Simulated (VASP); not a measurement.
**Cs: single point with PBE**

Crystal: Cs.

```
CELL_PARAMETERS angstrom
-3.02250 2.68247 3.02250
3.02250 -2.68247 3.02250
3.02250 2.68247 -3.02250
ATOMIC_POSITIONS crystal
Cs 0.00000 0.00000 0.00000
```

This cell differs from its parent crystal: strain -0.1125 x Voigt [0, 1, 0, 0, 0, 0].

```yaml
Program: VASP 6.6.1
Task: single point
Functional: PBE
Potentials_or_basis: VASP PAW PBE potentials, release 64 (Cs_sv)
Cutoff: 520 eV
k_mesh: 12 × 12 × 12
Occupations: gaussian, width 0.15 eV
Spin: no spin polarisation
```

```
Pressure               : 0.5 GPa
Band gap on the k mesh : zero (an odd number of electrons rules out a gap without spin polarisation)
```

Stress tensor (GPa, compression positive):
```
0.41 0.00 0.00
0.00 0.56 0.00
0.00 0.00 0.41
```

Levels at points of the mesh, in eV from the Fermi level:
```
           k point  band 1  band 2  band 3  band 4  band 5  band 6  band 7  band 8  band 9  band 10
(0.00, 0.00, 0.00)  -23.78  -10.50  -10.50  -10.49   -1.84    2.23    2.83    2.83    3.13     3.97
(0.50, 0.00, 0.00)  -23.77  -10.73  -10.57  -10.51    0.00    1.20    1.44    3.48    4.54     4.61
(0.00, 0.50, 0.00)  -23.77  -10.73  -10.55  -10.49   -0.11    0.89    2.05    3.03    3.81     4.92
(0.50, 0.50, 0.50)  -23.76  -10.67  -10.67  -10.62    0.38    0.61    3.12    3.12    4.18     4.82
```

Wall time 5.3 min on 1 thread of AMD EPYC 7R13, on a shared host, peak memory 0.3 GiB.

Caveat: the cell differs from its parent crystal (strain -0.1125 x Voigt [0, 1, 0, 0, 0, 0]); spin-orbit coupling is left out, which moves the levels of the heavy elements.
